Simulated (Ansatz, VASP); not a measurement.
## TaN in VASP and in Ansatz

File INCAR:

```
SYSTEM = TaN
ALGO = Normal
EDIFF = 1E-7
ENCUT = 520
GGA = PE
ISIF = 2
ISMEAR = 0
LASPH = .True.
LCHARG = .True.
LELF = .True.
LREAL = .False.
LVHAR = .True.
LWAVE = .False.
NBANDS = 24
NELM = 60
PREC = Accurate
SIGMA = 0.1
```

File KPOINTS:

```
k-points
0
Gamma
  9 9 6
  0 0 0
```

The input POSCAR:

```
TaN
1.0
    3.0500010905      0.0000000000      0.0000000000
   -1.5250005453      2.6413784260      0.0000000000
    0.0000000000      0.0000000000      4.9400000000
Ta N
2 2
Direct
    0.3333333333      0.6666666667      0.0000000000
    0.6666666667      0.3333333333      0.5000000000
    0.3333333333      0.6666666667      0.3850000000
    0.6666666667      0.3333333333      0.8850000000
```

Input for Ansatz:

```yaml
crystal:
  lattice:
    - [3.0500010905, 0.0, 0.0]
    - [-1.5250005453, 2.641378426, 0.0]
    - [0.0, 0.0, 4.94]
  atoms:
    - { symbol: Ta, position: [0.3333333333, 0.6666666667, 0.0] }
    - { symbol: Ta, position: [0.6666666667, 0.3333333333, 0.5] }
    - { symbol: "N", position: [0.3333333333, 0.6666666667, 0.385] }
    - { symbol: "N", position: [0.6666666667, 0.3333333333, 0.885] }
basis:
  ecutwfc: 420
kpoints:
  mp_grid: { grid: [9, 9, 6] }
hamiltonian:
  xc: pbe
scf:
  occupations: { method: gaussian, width: 0.1 }
output:
  forces: true
  stress: true
  eigenvalues: true
```

Alike in both runs: task single point; functional PBE; k mesh 9 × 9 × 6; occupations gaussian, width 0.1 eV; no spin polarisation.

|  | VASP | Ansatz |
| --- | --- | --- |
| version | VASP 6.6.1 | Ansatz 0.2.0 |
| potentials or method | VASP PAW PBE potentials, release 64 (Ta_pv, N), cutoff 520 eV | scalar-relativistic, plane waves, PAW |
| valence electrons in the cell | 32 | 36 |

Ansatz gave:

- gap on the k mesh at the Fermi level (eV): none
- rms of the force components (eV/Å): 1.399

Task: What did VASP give for the same quantities?

Result: gap on the k mesh at the Fermi level (eV): none; rms of the force components (eV/Å): 1.415.

Atom by atom the forces differ by 0.016 eV/Å (rms over components). A gap of «none» marks a metal or a gap that the smearing closes. The functional is the same, so the differences come from potentials, cutoffs and numerics. VASP's potentials hold 32 valence electrons a cell and Ansatz's 36, so a difference there can come from the potentials and not from the codes.

Spin-orbit coupling is off throughout.
